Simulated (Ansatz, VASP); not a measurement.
## One calculation of Mo, two programs

The input INCAR:

```
SYSTEM = Mo
ALGO = Fast
EDIFF = 1E-6
ENCUT = 520
GGA = PE
ISIF = 2
ISMEAR = 0
LASPH = .TRUE.
LCHARG = .FALSE.
LREAL = .FALSE.
LWAVE = .FALSE.
NBANDS = 13
NELM = 60
PREC = Accurate
SIGMA = 0.15
```

File KPOINTS:

```
k-points
0
G
  22 22 22
  0 0 0
```

The input POSCAR:

```
Mo
1.0
    0.0000000000      1.8961875982      2.2754251178
    1.8961875982      0.0000000000      2.2754251178
    1.8961875982      1.8961875982      0.0000000000
Mo
1
Direct
    0.0000000000      0.0000000000      0.0000000000
```

Input for Ansatz:

```yaml
crystal:
  lattice:
    - [0.0, 1.8961875982, 2.2754251178]
    - [1.8961875982, 0.0, 2.2754251178]
    - [1.8961875982, 1.8961875982, 0.0]
  atoms:
    - { symbol: Mo, position: [0.0, 0.0, 0.0] }
basis:
  ecutwfc: 420
kpoints:
  mp_grid: { grid: [22, 22, 22] }
hamiltonian:
  xc: pbe
scf:
  occupations: { method: gaussian, width: 0.15 }
output:
  forces: true
  stress: true
  eigenvalues: true
```

Alike in both runs: task single point; functional PBE; k mesh 22 × 22 × 22; occupations gaussian, width 0.15 eV; no spin polarisation.

```csv
,VASP,Ansatz
version,VASP 6.6.1,Ansatz 0.2.0
potentials or method,"VASP PAW PBE potentials, release 64 (Mo_sv), cutoff 520 eV","scalar-relativistic, plane waves, PAW"
valence electrons in the cell,14,14
```

Ansatz gave:

* gap on the k mesh at the Fermi level (eV): none
* pressure (GPa): -3.8
* traceless stress, the component that is largest in VASP (GPa): 3.74

Question: Estimate VASP's values.

Answer: gap on the k mesh at the Fermi level (eV): none; pressure (GPa): -3.4; traceless stress, the component that is largest in VASP (GPa): 3.66.

A gap of «none» marks a metal or a gap that the smearing closes. The functional is the same, so the differences come from potentials, cutoffs and numerics.
